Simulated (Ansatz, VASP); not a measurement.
**WSe2: VASP beside Ansatz**

```
W Se
1.0
     3.27021    0.00000    0.00000
    -1.63511    2.83209    0.00000
     0.00000    0.00000   16.66114
W Se
1 2
Cartesian
  0.0000 0.0000 0.0000
  -0.0437 1.8881 1.6728
  0.0437 1.8881 14.9884
```

Change from the starting cell: mode 4 frozen in at -0.044 Å and mode 5 at +0.000 Å (largest displacements).

Alike in both runs: task single point; functional PBEsol; k mesh 9 × 9 × 2; occupations gaussian, width 0.05 eV; no spin polarisation.

```csv
,VASP,Ansatz
version,VASP 6.6.1,Ansatz 0.2.0
potentials or method,"VASP PAW PBE potentials, release 64 (W_sv, Se), cutoff 520 eV","scalar-relativistic, plane waves, PAW"
valence electrons in the cell,26,46
```

|  | VASP | Ansatz | Ansatz less VASP |
| --- | --- | --- | --- |
| gap on the k mesh at the Fermi level (eV) | 1.69 | 1.69 | +0.004 |
| least direct gap on the mesh (eV) | 1.69 | 1.69 | +0.004 |
| rms of the force components (eV/Å) | 0.186 | 0.181 | -0.0051 |

VASP's potentials were made for PBE, not for PBEsol, and Ansatz warns of the same on its side. Atom by atom the forces differ by 0.029 eV/Å (rms over components). The functional is the same, so the differences come from potentials, cutoffs and numerics. VASP's potentials hold 26 valence electrons a cell and Ansatz's 46, so a difference there can come from the potentials and not from the codes. Ansatz's warnings: xc potential rough in thin density.

Spin-orbit coupling is off throughout.
